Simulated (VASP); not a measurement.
# Sc (P6_3/mmc) in VASP: a series of runs, part 2 of 3

VASP 6.6.1. The steps go on from the part before.

## Step 3: Electric field gradients, LDA (volume scaled by 1.02)

INCAR reads:

```
SYSTEM = Sc
ALGO = Normal
EDIFF = 1E-8
ENCUT = 520
GGA = CA
ISIF = 2
ISMEAR = -1
LASPH = .TRUE.
LCHARG = .FALSE.
LEFG = .TRUE.
LREAL = .FALSE.
LWAVE = .FALSE.
NBANDS = 18
NELM = 80
PREC = Accurate
SIGMA = 0.03
```

KPOINTS reads:

```
k-points
0
G
  13 13 7
  0 0 0
```

POSCAR reads:

```
Sc
1.0
    3.3307111048      0.0000000000      0.0000000000
   -1.6653555523      2.8844804293      0.0000000000
    0.0000000000      0.0000000000      5.3028884340
Sc
2
Direct
    0.3333333333      0.6666666667      0.2500000000
    0.6666666667      0.3333333333      0.7500000000
```

Potentials or basis: VASP PAW LDA potentials, release 64 (Sc_sv).

The run is started by

```
cat potpaw_LDA.64/Sc_sv/POTCAR > POTCAR
mpirun -np 1 vasp_std > vasp.out
```

OUTCAR:

```text
SYSTEM = Sc
   EDIFF = 1E-8
   ENCUT = 520
   GGA = CA
   ISIF = 2
   ISMEAR = -1
   LASPH = .TRUE.
   LREAL = .FALSE.
   NELM = 80
   PREC = Accurate

 ion  position               nearest neighbor table
   1  0.333  0.667  0.250-   2 3.28   2 3.28   2 3.28   2 3.28   2 3.28   2 3.28
   2  0.667  0.333  0.750-   1 3.28   1 3.28   1 3.28   1 3.28   1 3.28   1 3.28

  LATTYP: Found a hexagonal cell.
 ALAT       =     3.3307111048
 C/A-ratio  =     1.5921190002

  Lattice vectors:

 A1 = (   3.3307111048,   0.0000000000,   0.0000000000)
 A2 = (  -1.6653555523,   2.8844804293,   0.0000000000)
 A3 = (   0.0000000000,   0.0000000000,   5.3028884340)

Analysis of symmetry for initial positions (statically):
=====================================================================
 Subroutine PRICEL returns:
 Original cell was already a primitive cell.

 Routine SETGRP: Setting up the symmetry group for a
 hexagonal supercell.

 Subroutine GETGRP returns: Found 24 space group operations
 (whereof 12 operations were pure point group operations)
 out of a pool of 24 trial point group operations.

The static configuration has the point symmetry D_3d.
 The point group associated with its full space group is D_6h.

Analysis of symmetry for dynamics (positions and initial velocities):
=====================================================================
 Subroutine PRICEL returns:
 Original cell was already a primitive cell.

 Routine SETGRP: Setting up the symmetry group for a
 hexagonal supercell.

 Subroutine GETGRP returns: Found 24 space group operations
 (whereof 12 operations were pure point group operations)
 out of a pool of 24 trial point group operations.

The dynamic configuration has the point symmetry D_3d.
 The point group associated with its full space group is D_6h.

 Subroutine INISYM returns: Found 24 space group operations
 (whereof 12 operations are pure point group operations),
 and found     1 'primitive' translations

----------------------------------------------------------------------------------------

                                     Primitive cell

  volume of cell :      50.9468

  direct lattice vectors                    reciprocal lattice vectors
     3.330711105  0.000000000  0.000000000     0.300236186  0.173341443  0.000000000
    -1.665355552  2.884480429  0.000000000     0.000000000  0.346682886  0.000000000
     0.000000000  0.000000000  5.302888434     0.000000000  0.000000000  0.188576473

  length of vectors
     3.330711105  3.330711105  5.302888434     0.346682886  0.346682886  0.188576473

  position of ions in fractional coordinates (direct lattice)
     0.333333333  0.666666667  0.250000000
     0.666666667  0.333333333  0.750000000

  ion indices of the primitive-cell ions
   primitive index   ion index
                 1           1
                 2           2

----------------------------------------------------------------------------------------

 KPOINTS: k-points

Automatic generation of k-mesh.
 Grid dimensions read from file:
[... 73 lines left out ...]
   POTIM  = 0.5000    time-step for ionic-motion
   TEBEG  =    0.0;   TEEND  =   0.0 temperature during run
   PSTRESS=    0.0 pullay stress
   NELECT =      22.0000    total number of electrons
   NUPDOWN=      -1.0000    fix difference up-down
   EMIN   =  10.00;   EMAX   =-10.00  energy-range for DOS
   EFERMI =   0.00;   METHOD = LEGACY
   ISMEAR =    -1;   SIGMA  =   0.03  broadening in eV -4-tet -1-fermi 0-gaus
   EFERMI_NEDOS =   21; number of points for ismear=-14 and -15
   IALGO  =     38    algorithm
   IMIX   =      4    mixing-type and parameters
     AMIX     =   0.40;   BMIX     =  1.00
     AMIX_MAG =   1.60;   BMIX_MAG =  1.00
  volume/ion in A,a.u.               =      25.47       171.90
  Fermi-wavevector in a.u.,A,eV,Ry     =   1.237400  2.338347 20.832673  1.531158
  Thomas-Fermi vector in A             =   2.371968
   LORBIT       =      0    0 simple, 1 ext, 2 COOP (PROOUT), +10 PAW based schemes
   GGA     = CA    functional components
   LHFCALC =     F    Hartree Fock is set to
   AEXX    =    0.0000 exact exchange contribution
   IVDW    =     0    specifies the selected vdW correction
   LEPSILON=     F    determine dielectric tensor
   LRPA    =     F    only Hartree local field effects (RPA)
 non-spin polarized calculation
  energy-cutoff  :      520.00
  volume of cell :       50.95
 maximum number of plane-waves:      1388
 NGX is ok and might be reduce to    28
   NGX = 13   NGY = 13   NGZ = 19

 number of electron      22.0000003 magnetization

 Free energy of the ion-electron system (eV)
  ---------------------------------------------------
  ext. energy  EPLUGINS =         0.00000000
  ---------------------------------------------------
  free energy    TOTEN  =       -13.32810851 eV

  energy without entropy =      -13.31385461  energy(sigma->0) =      -13.32098156

 E-fermi :   3.2792     XC(G=0): -10.0089

 val. band max:        3.2783099154   @ k =   0.2308  -0.0000   0.2857
 cond. band min:       3.2808637310   @ k =   0.3846   0.0000   0.4286
 fundamental gap:      0.0025538156
 Fermi energy:         3.2791651386

 k-point     1 :       0.0000    0.0000    0.0000
  band No.  band energies     occupation
      1     -45.6293      2.00000
      2     -45.5690      2.00000
      3     -24.7666      2.00000
      4     -24.4582      2.00000
      5     -24.4582      2.00000
      6     -24.4027      2.00000
[... 481 lines left out ...]
      5     -24.4730      2.00000
      6     -24.4706      2.00000
[... 10 lines left out ...]
     17       5.5701      0.00000
     18       5.6007      0.00000

 [... further k-points ...]

------------------------ aborting loop because EDIFF is reached ----------------------------------------

  FORCE on cell =-STRESS in cart. coord.  units (eV):
  Direction    XX          YY          ZZ          XY          YZ          ZX
  --------------------------------------------------------------------------------------
  -------------------------------------------------------------------------------------
  Total       -1.7476292     -1.7476292     -2.2968469     -0.0000000      0.0000000     -0.0000000
  in kB      -54.9595073    -54.9595073    -72.2313235     -0.0000000      0.0000000     -0.0000000
  external PRESSURE =     -60.7167794 kB  Pullay stress =       0.0000000 kB

 VOLUME and BASIS-vectors are now :
 -----------------------------------------------------------------------------
  energy-cutoff  :      520.00
  volume of cell :       50.95
      direct lattice vectors                 reciprocal lattice vectors
     3.330711105  0.000000000  0.000000000     0.300236186  0.173341443  0.000000000
    -1.665355552  2.884480429  0.000000000     0.000000000  0.346682886  0.000000000
     0.000000000  0.000000000  5.302888434     0.000000000  0.000000000  0.188576473

 POSITION                                       TOTAL-FORCE (eV/Angst)
 -----------------------------------------------------------------------------------
     -0.00000      1.92299      1.32572         0.000000     -0.000000      0.000000
      1.66536      0.96149      3.97717         0.000000      0.000000      0.000000
 -----------------------------------------------------------------------------------
    total drift:                               -0.000000      0.000000     -0.000000

  FREE ENERGIE OF THE ION-ELECTRON SYSTEM (eV)
  ---------------------------------------------------
  free  energy   TOTEN  =       -13.3281085110 eV

  energy  without entropy=      -13.3138546073  energy(sigma->0) =      -13.32098156

 Electric field gradients (V/A^2)
---------------------------------------------------------------------
 ion       V_xx      V_yy      V_zz      V_xy      V_xz      V_yz
---------------------------------------------------------------------
   1      -4.528    -4.527     9.055     0.001     0.000    -0.000
   2      -4.528    -4.527     9.055     0.001    -0.000     0.000
---------------------------------------------------------------------

 Electric field gradients after diagonalization (V/A^2)
 (convention: |V_zz| > |V_xx| > |V_yy|)
----------------------------------------------------------------------
 ion       V_xx      V_yy      V_zz     asymmetry (V_yy - V_xx)/ V_zz
----------------------------------------------------------------------
   1      -4.528    -4.527     9.055       0.000
   2      -4.528    -4.527     9.055       0.000
----------------------------------------------------------------------

           NMR quadrupolar parameters

 Cq : quadrupolar parameter    Cq=e*Q*V_zz/h
 eta: asymmetry parameters     (V_yy - V_xx)/ V_zz
 Q  : nuclear electric quadrupole moment in mb (millibarn)
----------------------------------------------------------------------
 ion       Cq(MHz)       eta       Q (mb)
----------------------------------------------------------------------
   1       0.022       0.000       1.000
   2       0.022       0.000       1.000
----------------------------------------------------------------------
```

It took 34 s on 1 thread of Intel Xeon 6975P-C (Granite Rapids), shared host; peak memory 0.19 GiB.

Results:

* Free energy: -13.3281 eV
* Pressure: -6.1 GPa
* Band gap on the k mesh: zero (band 11 reaches 3.97 eV, above the bottom of band 12 at 2.82 eV)

Stress tensor (GPa, compression positive):
```
-5.50  0.00  0.00
 0.00 -5.50  0.00
 0.00  0.00 -7.22
```

Electric field gradients, principal values (V/Å²):
```
atom   least  middle  greatest (by size)
1 Sc  -4.527  -4.528               9.055
2 Sc  -4.527  -4.528               9.055
```

Caveat: without QUAD_EFG the Cq values of the log hold for a quadrupole moment of 1 mb, not for the nuclei.

## Step 4: Electric field gradients, LDA (volume scaled by 1.04)

INCAR reads:

```
PREC = Accurate
ENCUT = 520
EDIFF = 1E-8
ISMEAR = -1
SIGMA = 0.03
LREAL = False
LASPH = True
NELM = 100
ALGO = Normal
ISIF = 2
LWAVE = False
LCHARG = False
GGA = CA
LEFG = True
NBANDS = 18
```

KPOINTS reads:

```
regular mesh
0
Gamma
  13 13 7
```

POSCAR reads:

```
Sc
1.0
    3.3523397050      0.0000000000      0.0000000000
   -1.6761698524      2.9032113466      0.0000000000
    0.0000000000      0.0000000000      5.3373237393
Sc
2
Direct
    0.3333333333      0.6666666667      0.2500000000
    0.6666666667      0.3333333333      0.7500000000
```

Potentials or basis: VASP PAW LDA potentials, release 64 (Sc_sv).

The run is started by

```
cat potpaw_LDA.64/Sc_sv/POTCAR > POTCAR
mpirun -np 1 vasp_std > vasp.out
```

OUTCAR:

```text
PREC = Accurate
   ENCUT = 520
   EDIFF = 1E-8
   ISMEAR = -1
   LREAL = False
   LASPH = True
   NELM = 100
   ISIF = 2
   GGA = CA

 ion  position               nearest neighbor table
   1  0.333  0.667  0.250-   2 3.30   2 3.30   2 3.30   2 3.30   2 3.30   2 3.30
   2  0.667  0.333  0.750-   1 3.30   1 3.30   1 3.30   1 3.30   1 3.30   1 3.30

  LATTYP: Found a hexagonal cell.
 ALAT       =     3.3523397050
 C/A-ratio  =     1.5921190002

  Lattice vectors:

 A1 = (   3.3523397050,   0.0000000000,   0.0000000000)
 A2 = (  -1.6761698524,   2.9032113466,   0.0000000000)
 A3 = (   0.0000000000,   0.0000000000,   5.3373237393)

Analysis of symmetry for initial positions (statically):
=====================================================================
 Subroutine PRICEL returns:
 Original cell was already a primitive cell.

 Routine SETGRP: Setting up the symmetry group for a
[... 695 lines left out ...]
  energy-cutoff  :      520.00
  volume of cell :       51.95
      direct lattice vectors                 reciprocal lattice vectors
     3.352339705  0.000000000  0.000000000     0.298299125  0.172223080  0.000000000
    -1.676169852  2.903211347  0.000000000     0.000000000  0.344446160  0.000000000
     0.000000000  0.000000000  5.337323739     0.000000000  0.000000000  0.187359817

 POSITION                                       TOTAL-FORCE (eV/Angst)
 -----------------------------------------------------------------------------------
     -0.00000      1.93547      1.33433         0.000000      0.000000      0.000000
      1.67617      0.96774      4.00299        -0.000000      0.000000      0.000000
 -----------------------------------------------------------------------------------
    total drift:                               -0.000000      0.000000     -0.000000

  FREE ENERGIE OF THE ION-ELECTRON SYSTEM (eV)
  ---------------------------------------------------
  free  energy   TOTEN  =       -13.2882007526 eV

  energy  without entropy=      -13.2737500808  energy(sigma->0) =      -13.28097542

 Electric field gradients (V/A^2)
---------------------------------------------------------------------
 ion       V_xx      V_yy      V_zz      V_xy      V_xz      V_yz
---------------------------------------------------------------------
   1      -4.293    -4.292     8.584     0.001     0.000    -0.000
   2      -4.293    -4.292     8.584     0.001    -0.000     0.000
---------------------------------------------------------------------

 Electric field gradients after diagonalization (V/A^2)
 (convention: |V_zz| > |V_xx| > |V_yy|)
----------------------------------------------------------------------
 ion       V_xx      V_yy      V_zz     asymmetry (V_yy - V_xx)/ V_zz
----------------------------------------------------------------------
   1      -4.293    -4.291     8.584       0.000
   2      -4.293    -4.291     8.584       0.000
----------------------------------------------------------------------

           NMR quadrupolar parameters

 Cq : quadrupolar parameter    Cq=e*Q*V_zz/h
 eta: asymmetry parameters     (V_yy - V_xx)/ V_zz
 Q  : nuclear electric quadrupole moment in mb (millibarn)
----------------------------------------------------------------------
 ion       Cq(MHz)       eta       Q (mb)
----------------------------------------------------------------------
   1       0.021       0.000       1.000
   2       0.021       0.000       1.000
----------------------------------------------------------------------
```

OSZICAR:

```text
N       E                     dE             d eps       ncg     rms          rms(c)
DAV:   1     0.361409580179E+03    0.36141E+03   -0.10663E+04  3032   0.130E+03
DAV:   2     0.559827664445E+01   -0.35581E+03   -0.34841E+03  3904   0.554E+02
DAV:   3    -0.144241173153E+02   -0.20022E+02   -0.19132E+02  5022   0.167E+02
DAV:   4    -0.148325615299E+02   -0.40844E+00   -0.40577E+00  4642   0.208E+01
DAV:   5    -0.148378420853E+02   -0.52806E-02   -0.52754E-02  5146   0.270E+00    0.729E+00
DAV:   6    -0.134683077798E+02    0.13695E+01   -0.32101E+00  4048   0.199E+01    0.206E+00
DAV:   7    -0.133041593253E+02    0.16415E+00   -0.69440E-01  4302   0.818E+00    0.843E-01
DAV:   8    -0.132900345948E+02    0.14125E-01   -0.41572E-02  3708   0.279E+00    0.272E-01
DAV:   9    -0.132881674361E+02    0.18672E-02   -0.10527E-02  4382   0.108E+00    0.223E-02
DAV:  10    -0.132881992847E+02   -0.31849E-04   -0.13156E-04  4648   0.159E-01    0.735E-03
DAV:  11    -0.132882008365E+02   -0.15519E-05   -0.55602E-06  5126   0.215E-02    0.174E-03
DAV:  12    -0.132882007644E+02    0.72099E-07   -0.51626E-07  5058   0.633E-03    0.649E-04
DAV:  13    -0.132882007526E+02    0.11826E-07   -0.13189E-08  2766   0.107E-03    0.114E-04
DAV:  14    -0.132882007526E+02    0.46384E-10   -0.28332E-09  2300   0.109E-03
   1 F= -.13288201E+02 E0= -.13280975E+02  d E =-.144507E-01
```

stdout:

```text
POSCAR found type information on POSCAR Sc
 POSCAR found :  1 types and       2 ions
 scaLAPACK will be used
 LDA part: xc-table for (Slater(with rela. corr.)+CA(PZ))
 , standard interpolation
 POSCAR, INCAR and KPOINTS ok, starting setup
 FFT: planning ... GRIDC
 FFT: planning ... GRID_SOFT
 FFT: planning ... GRID
 WAVECAR not read
 entering main loop
ion   1

ion   2
```

Run time: 34 s. Hardware: 1 thread of Intel Xeon 6975P-C (Granite Rapids), shared host; peak memory 0.19 GiB.

What came out:

* Free energy: -13.2882 eV
* Pressure: -6.8 GPa
* Band gap on the k mesh: zero (band 11 reaches 3.85 eV, above the bottom of band 12 at 2.73 eV)

Levels at points of the mesh, in eV from the Fermi level:
| k point | band 9 | band 10 | band 11 | band 12 | band 13 | band 14 |
| --- | --- | --- | --- | --- | --- | --- |
| (0.00, 0.00, 0.00) | -4.99 | -1.63 | 0.45 | 1.47 | 1.47 | 1.59 |

Electric field gradients, principal values (V/Å²):
| atom | least | middle | greatest (by size) |
| --- | --- | --- | --- |
| 1 Sc | -4.291 | -4.293 | 8.584 |
| 2 Sc | -4.291 | -4.293 | 8.584 |

Caveat: without QUAD_EFG the Cq values of the log hold for a quadrupole moment of 1 mb, not for the nuclei.

(Part 2 of 3 ends here.)
